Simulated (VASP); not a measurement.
# KH17O9 in VASP: a series of runs

Runs on KH17O9. Level: PBE+D3(BJ). Tasks: single point.

Program: VASP 6.6.1. These are calculated values, not measurements. Logs are shortened: lines on timing, memory, paths and dates and some standing lists are left out, and cuts for length are marked.

## (1) The cell of the first run

The cell holds an amorphous packing of atoms, 27 atoms: a = 7.174 Å, b = 7.174 Å, c = 7.174 Å, α = 90.00°, β = 90.00°, γ = 90.00°.

## (2) Single point, PBE+D3(BJ)

File INCAR:

```
SYSTEM = KH17O9
  ALGO = Normal
  EDIFF = 1E-6
  ENCUT = 520
  GGA = PE
  ISIF = 2
  ISMEAR = -1
  IVDW = 12
  LASPH = .True.
  LCHARG = .False.
  LREAL = Auto
  LWAVE = .False.
  NBANDS = 59
  NELM = 100
  PREC = Accurate
  SIGMA = 0.02
```

File KPOINTS:

```
k-points
0
Gamma
  1 1 1
  0 0 0
```

File POSCAR:

```
KH17O9
1.0
    7.1738770000      0.0000000000      0.0000000000
    0.0000000000      7.1738770000      0.0000000000
    0.0000000000      0.0000000000      7.1738770000
O H K
9 17 1
Direct
    0.8642746454      0.1687511509      0.3190325120
    0.2200623178      0.7951488435      0.9553829819
    0.4970952248      0.6599918008      0.2626613197
    0.0821313217      0.5205832216      0.4726732839
    0.7163072353      1.0314227579      0.8210065492
    0.0703803536      0.8688189106      0.2791517056
    0.4989491735      0.3231307144      1.0256936382
    0.0802355546      0.4513737830      0.8681079979
    0.0935338033      0.1241727451      0.7705178107
    0.8958196523      0.2614625258      0.4048438522
    0.9768358170      0.0940913818      0.2922269228
    0.1886288265      0.9028172632      0.8850862651
    0.1963931079      0.6826434298      0.8894632568
    0.4509834780      0.7085429538      0.1311145981
    0.5655379929      0.5559197628      0.2166750280
    0.2147653215      0.5124425746      0.4779284618
    0.0559111900      0.5113274175      0.6024915119
    0.7180357288      0.9242840378      0.9058142480
    0.8558691486      1.0523598328      0.8017979678
    0.1229042539      0.8398945229      0.1596068625
    0.0554790666      0.7486049733      0.3433150582
    0.5564773413      0.2219720243      0.9543235826
    0.3974977547      0.3573939168      0.9500859856
    0.0024533457      0.4522798481      0.9867607153
    0.0736561276      0.2987366524      0.8263035455
    0.0854489142      0.1155302774      0.6295061931
    0.5588609897     -0.0098691405      0.4699132700
```

Potentials or basis: VASP PAW PBE potentials, release 64 (O, H, K_sv).

Started as:

```
$ cat potpaw_PBE.64/O/POTCAR potpaw_PBE.64/H/POTCAR potpaw_PBE.64/K_sv/POTCAR > POTCAR
$ mpirun -np 1 vasp_gam > vasp.out
```

OUTCAR:

```text
SYSTEM = KH17O9
   EDIFF = 1E-6
   ENCUT = 520
   GGA = PE
   ISIF = 2
   ISMEAR = -1
   IVDW = 12
   LASPH = .True.
   LREAL = Auto
   NELM = 100
   PREC = Accurate
 IVDW          = 12

 ion  position               nearest neighbor table
   1  0.864  0.169  0.319-  10 0.93  11 0.99  27 2.76
   2  0.220  0.795  0.955-  12 0.95  13 0.95
   3  0.497  0.660  0.263-  15 0.95  14 1.06  27 2.83
   4  0.082  0.521  0.473-  17 0.95  16 0.95
   5  0.716  0.031  0.821-  18 0.98  19 1.02  27 2.78
   6  0.070  0.869  0.279-  20 0.96  21 0.98
   7  0.499  0.323  0.026-  23 0.94  22 0.98
   8  0.080  0.451  0.868-  24 1.02  25 1.14
   9  0.094  0.124  0.771-  26 1.02  25 1.32
  10  0.896  0.261  0.405-   1 0.93
  11  0.977  0.094  0.292-   1 0.99
  12  0.189  0.903  0.885-   2 0.95
  13  0.196  0.683  0.889-   2 0.95
  14  0.451  0.709  0.131-   3 1.06
  15  0.566  0.556  0.217-   3 0.95
  16  0.215  0.512  0.478-   4 0.95
  17  0.056  0.511  0.602-   4 0.95
  18  0.718  0.924  0.906-   5 0.98
  19  0.856  0.052  0.802-   5 1.02
  20  0.123  0.840  0.160-   6 0.96
  21  0.055  0.749  0.343-   6 0.98
  22  0.556  0.222  0.954-   7 0.98
  23  0.397  0.357  0.950-   7 0.94
  24  0.002  0.452  0.987-   8 1.02
  25  0.074  0.299  0.826-   8 1.14   9 1.32
  26  0.085  0.116  0.630-   9 1.02
  27  0.559  0.990  0.470-   1 2.76   5 2.78   3 2.83

  LATTYP: Found a simple cubic cell.
 ALAT       =     7.1738770000

  Lattice vectors:

 A1 = (   7.1738770000,   0.0000000000,   0.0000000000)
 A2 = (   0.0000000000,   7.1738770000,   0.0000000000)
 A3 = (   0.0000000000,   0.0000000000,   7.1738770000)

Analysis of symmetry for initial positions (statically):
=====================================================================
 Subroutine PRICEL returns:
 Original cell was already a primitive cell.

 Routine SETGRP: Setting up the symmetry group for a
 simple cubic supercell.

 Subroutine GETGRP returns: Found  1 space group operations
 (whereof  1 operations were pure point group operations)
 out of a pool of 48 trial point group operations.

The static configuration has the point symmetry C_1 .

Analysis of symmetry for dynamics (positions and initial velocities):
=====================================================================
 Subroutine PRICEL returns:
 Original cell was already a primitive cell.

[... 134 lines left out ...]
   LREAL  =      T    real-space projection
   EDIFFG = 0.1E-04   stopping-criterion for IOM
   NSW    =      0    number of steps for IOM
   IBRION =     -1    ionic relax: 0-MD 1-quasi-New 2-CG
   NFREE  =      0    steps in history (QN), initial steepest desc. (CG)
   ISIF   =      2    stress and relaxation
   ISYM   =      2    0-nonsym 1-usesym 2-fastsym
   POTIM  = 0.5000    time-step for ionic-motion
   TEBEG  =    0.0;   TEEND  =   0.0 temperature during run
   PSTRESS=    0.0 pullay stress
   NELECT =      80.0000    total number of electrons
   NUPDOWN=      -1.0000    fix difference up-down
   EMIN   =  10.00;   EMAX   =-10.00  energy-range for DOS
   EFERMI =   0.00;   METHOD = LEGACY
   ISMEAR =    -1;   SIGMA  =   0.02  broadening in eV -4-tet -1-fermi 0-gaus
   EFERMI_NEDOS =   21; number of points for ismear=-14 and -15
   IALGO  =     38    algorithm
   IMIX   =      4    mixing-type and parameters
     AMIX     =   0.40;   BMIX     =  1.00
     AMIX_MAG =   1.60;   BMIX_MAG =  1.00
  volume/ion in A,a.u.               =      13.67        92.28
  Fermi-wavevector in a.u.,A,eV,Ry     =   0.983296  1.858160 13.155077  0.966871
  Thomas-Fermi vector in A             =   2.114443
   LORBIT       =      0    0 simple, 1 ext, 2 COOP (PROOUT), +10 PAW based schemes
   GGA     = PE    functional components
   LHFCALC =     F    Hartree Fock is set to
   AEXX    =    0.0000 exact exchange contribution
   IVDW    =    12    specifies the selected vdW correction
   LEPSILON=     F    determine dielectric tensor
   LRPA    =     F    only Hartree local field effects (RPA)
 non-spin polarized calculation
  energy-cutoff  :      520.00
  volume of cell :      369.20
 maximum number of plane-waves:      4922
 NGX is ok and might be reduce to    54
   NGX = 27   NGY = 27   NGZ = 27

 number of electron      80.0000005 magnetization

 Free energy of the ion-electron system (eV)
  ---------------------------------------------------
  ext. energy  EPLUGINS =         0.00000000
  ---------------------------------------------------
  free energy    TOTEN  =      -129.75085720 eV

  energy without entropy =     -129.75085720  energy(sigma->0) =     -129.75085720

 E-fermi :  -2.5970     XC(G=0):  -6.0238

 val. band max:       -3.1633996274   @ k =   0.0000   0.0000   0.0000
 cond. band min:       0.1980371393   @ k =   0.0000   0.0000   0.0000
 fundamental gap:      3.3614367667
 Fermi energy:        -2.5970003717

 k-point     1 :       0.0000    0.0000    0.0000
  band No.  band energies     occupation
      1     -31.9909      2.00000
      2     -23.2162      2.00000
      3     -22.7750      2.00000
      4     -22.5689      2.00000
      5     -22.4969      2.00000
      6     -22.3963      2.00000
[... 44 lines left out ...]
     51       5.0063      0.00000
     52       5.2241      0.00000
 [bands above 52 left out]

------------------------ aborting loop because EDIFF is reached ----------------------------------------

 Edisp (eV)   -0.87780

 E8    (eV) :    -0.2195

  FORCE on cell =-STRESS in cart. coord.  units (eV):
  Direction    XX          YY          ZZ          XY          YZ          ZX
  --------------------------------------------------------------------------------------
  -------------------------------------------------------------------------------------
  Total      -0.76001     2.35610    -2.37753    -1.62023     2.49967    -0.13423
  in kB      -3.29815    10.22450   -10.31752    -7.03114    10.84755    -0.58248
  external pressure =       -1.13 kB  Pullay stress =        0.00 kB

 VOLUME and BASIS-vectors are now :
 -----------------------------------------------------------------------------
  energy-cutoff  :      520.00
  volume of cell :      369.20
      direct lattice vectors                 reciprocal lattice vectors
     7.173877000  0.000000000  0.000000000     0.139394640  0.000000000  0.000000000
     0.000000000  7.173877000  0.000000000     0.000000000  0.139394640  0.000000000
     0.000000000  0.000000000  7.173877000     0.000000000  0.000000000  0.139394640

 POSITION                                       TOTAL-FORCE (eV/Angst)
 -----------------------------------------------------------------------------------
      6.20020      1.21060      2.28870        -0.961614     -1.220240     -1.220226
      1.57870      5.70430      6.85380         1.566263      0.031303      1.869274
      3.56610      4.73470      1.88430        -1.216621      2.036008     -2.344841
      0.58920      3.73460      3.39090        -0.426359      0.126099     -1.112067
      5.13870      0.22542      5.88980         0.515757     -0.562950      0.095030
      0.50490      6.23280      2.00260        -0.452942      0.357341      1.514691
[... 19 lines left out ...]
      0.61300      0.82880      4.51600         0.132451      0.152760      1.770469
      4.00920      7.10308      3.37110         0.008089     -0.062956     -0.155077
 -----------------------------------------------------------------------------------
    total drift:                               -0.007633     -0.001411      0.000769

  FREE ENERGIE OF THE ION-ELECTRON SYSTEM (eV)
  ---------------------------------------------------
  free  energy   TOTEN  =      -130.6286523155 eV

  energy  without entropy=     -130.6286523155  energy(sigma->0) =     -130.62865232
```

OSZICAR:

```text
N       E                     dE             d eps       ncg     rms          rms(c)
DAV:   1     0.731948230677E+03    0.73195E+03   -0.41793E+04   118   0.122E+03
DAV:   2    -0.618768487298E+02   -0.79383E+03   -0.74280E+03   153   0.319E+02
DAV:   3    -0.143401356163E+03   -0.81525E+02   -0.81034E+02   148   0.109E+02
DAV:   4    -0.145376172773E+03   -0.19748E+01   -0.19697E+01   156   0.158E+01
DAV:   5    -0.145433441706E+03   -0.57269E-01   -0.57215E-01   188   0.231E+00    0.231E+01
DAV:   6    -0.130430494497E+03    0.15003E+02   -0.53512E+01   148   0.269E+01    0.873E+00
DAV:   7    -0.130024111863E+03    0.40638E+00   -0.17380E+00   140   0.486E+00    0.552E+00
DAV:   8    -0.129740798020E+03    0.28331E+00   -0.57270E-01   148   0.352E+00    0.792E-01
DAV:   9    -0.129738237534E+03    0.25605E-02   -0.77387E-02   156   0.110E+00    0.410E-01
DAV:  10    -0.129747466767E+03   -0.92292E-02   -0.11409E-02   148   0.459E-01    0.173E-01
DAV:  11    -0.129750049748E+03   -0.25830E-02   -0.19368E-03   140   0.270E-01    0.698E-02
DAV:  12    -0.129750856061E+03   -0.80631E-03   -0.14307E-03   124   0.196E-01    0.462E-02
DAV:  13    -0.129750903148E+03   -0.47087E-04   -0.30078E-04   140   0.926E-02    0.248E-02
DAV:  14    -0.129750860349E+03    0.42799E-04   -0.68609E-05   124   0.452E-02    0.151E-02
DAV:  15    -0.129750858104E+03    0.22453E-05   -0.65167E-05   140   0.383E-02    0.100E-02
DAV:  16    -0.129750857033E+03    0.10710E-05   -0.92807E-06   140   0.155E-02    0.316E-03
DAV:  17    -0.129750857199E+03   -0.16662E-06   -0.13969E-06   116   0.533E-03
   1 F= -.13062865E+03 E0= -.13062865E+03  d E =-.608339E-12
```

It took 47 s on 1 thread of Intel Xeon Platinum 8488C (Sapphire Rapids), shared host; peak memory 0.36 GiB.

Results:

```
Free energy                : -130.6287 eV
Pressure                   : -0.1 GPa
Largest force              : 3.335 eV/Å
Band gap on the k mesh     : 3.36 eV
Dispersion energy per atom : -0.033 eV
```

Forces on the atoms (eV/Å):
```
O   -0.962 -1.220 -1.220
O    1.566  0.031  1.869
O   -1.217  2.036 -2.345
O   -0.426  0.126 -1.112
O    0.516 -0.563  0.095
O   -0.453  0.357  1.515
O    1.399 -0.532  0.867
O   -1.090 -0.244  1.459
O   -0.542 -0.805 -1.797
H    0.866  1.744  1.184
H   -0.295 -0.364  0.209
H   -0.589  1.683 -1.359
H   -0.742 -1.505 -0.765
H    0.208 -0.566  2.507
H    0.733 -1.414 -0.173
H    1.190 -0.020 -0.606
H   -0.836 -0.054  1.899
H   -0.188  0.265 -0.135
H   -0.046  0.455  0.063
H    0.599 -0.466 -1.373
H    0.046  0.074  0.155
H    0.495 -0.092  0.108
H   -1.883  0.604 -0.856
H    0.997  0.148 -1.627
H    0.513  0.232 -0.181
H    0.132  0.153  1.770
K    0.008 -0.063 -0.155
```

Levels at points of the mesh, in eV from the valence-band top:
| k point | band 37 | band 38 | band 39 | band 40 | band 41 | band 42 | band 43 | band 44 |
| --- | --- | --- | --- | --- | --- | --- | --- | --- |
| (0.00, 0.00, 0.00) | -0.93 | -0.66 | -0.07 | 0.00 | 3.36 | 5.81 | 6.21 | 6.43 |

Caveat: the k points lie up to 0.88 Å⁻¹ apart.

## (3) Single point, PBE+D3(BJ)

File INCAR:

```
PREC = Accurate ; ENCUT = 520
EDIFF = 1E-6 ; ISMEAR = -1
SIGMA = 0.02 ; LREAL = Auto
LASPH = T ; NELM = 60
ALGO = Normal ; ISIF = 2
LWAVE = F ; LCHARG = F
GGA = PE ; IVDW = 12
NBANDS = 59
```

File KPOINTS:

```
Automatic mesh
0
Gamma
  1 1 1
```

File POSCAR:

```
KH17O9
1.0
    7.1738770000      0.0000000000      0.0000000000
    0.0000000000      7.1738770000      0.0000000000
    0.0000000000      0.0000000000      7.1738770000
O H K
9 17 1
Direct
    0.8576952184      0.1806554531      0.3415726252
    0.2121447022      0.8291471961      0.9475908215
    0.4477495223      0.6561723877      0.2256381034
    0.1120454114      0.5374639125      0.5185341204
    0.7292569973      1.0532658979      0.8124477183
    0.0972138218      0.8838595922      0.2930493511
    0.4704290302      0.3614503009      1.0210796756
    0.1157951272      0.4312730759      0.8732655996
    0.0698088356      0.1138296628      0.7378158282
    0.8462509184      0.3054136557      0.2880311441
    0.9662000059      0.1199351480      0.2996984755
    0.1630777890      0.9246046454      0.8532764083
    0.1664093209      0.7268175911      0.8818104910
    0.4335730875      0.7461376882      0.1126726873
    0.4613823181      0.5298529651      0.1790105964
    0.2493491316      0.5631543446      0.5187013940
    0.0733355200      0.5176001763      0.6535517685
    0.7046956618      0.9579339038      0.9057306112
    0.8775171361      1.0534192320      0.7742675265
    0.1476468024      0.8297465931      0.1811990922
    0.1047829507      0.7835233306      0.3916989377
    0.5271765881      0.2720147000      0.9359792480
    0.3560557283      0.3896637759      0.9513823557
    0.0422365758      0.4416997950      0.9815334163
    0.0967816984      0.2974263428      0.8307084161
    0.0830095080      0.1336097622      0.6080672975
    0.5768707771     -0.0349322967      0.4459373920
```

Potentials or basis: VASP PAW PBE potentials, release 64 (O, H, K_sv).

Started as:

```
$ cat potpaw_PBE.64/O/POTCAR potpaw_PBE.64/H/POTCAR potpaw_PBE.64/K_sv/POTCAR > POTCAR
$ mpirun -np 1 vasp_gam > vasp.out
```

Wall time 40 s (1 thread of Intel Xeon Platinum 8488C (Sapphire Rapids), shared host); peak memory 0.36 GiB.

Results (log left out):

| Quantity | Value |
| --- | --- |
| Free energy | -130.4396 eV |
| Pressure | 0.0 GPa |
| Largest force | 2.897 eV/Å |
| Band gap on the k mesh | 3.41 eV |
| Dispersion energy per atom | -0.033 eV |

Forces in eV/Å, atoms in the order of the input:
```
O   -2.206  1.351  0.587
O    0.458  2.107 -0.346
O   -0.018  2.777 -0.486
O    0.742  0.599  0.430
O    0.187 -0.275 -0.463
O   -0.360 -0.196  2.305
O   -0.029 -0.563 -0.575
O    0.996  0.947 -0.486
O   -0.077 -0.931  1.604
H    0.356 -0.428  0.154
H    1.745 -1.078 -0.805
H    0.367  0.952  0.659
H   -0.510 -2.765 -0.699
H   -0.117 -1.997  1.570
H    0.292 -0.350 -0.756
H   -1.279 -0.416  0.116
H    0.730  0.031 -0.937
H    0.290  0.042 -0.097
H   -0.626  0.592  0.476
H    0.271 -0.192 -1.081
H   -0.264  0.704 -0.910
H    0.803 -0.336  0.196
H   -0.655  0.295  0.215
H   -0.921  0.296  1.359
H   -0.201 -1.328 -0.868
H    0.021  0.175 -1.338
K    0.005 -0.013  0.172
```

Stress tensor (GPa, compression positive):
```
-0.64 -0.38 -0.80
-0.38  0.43  2.21
-0.80  2.21  0.07
```

Levels at points of the mesh, in eV from the valence-band top:
```tsv
k point	band 36	band 37	band 38	band 39	band 40	band 41	band 42	band 43	band 44	band 45
(0.00, 0.00, 0.00)	-1.18	-0.83	-0.74	-0.20	0.00	3.41	5.81	6.00	6.44	6.57
```

Caveat: the k points lie up to 0.88 Å⁻¹ apart.
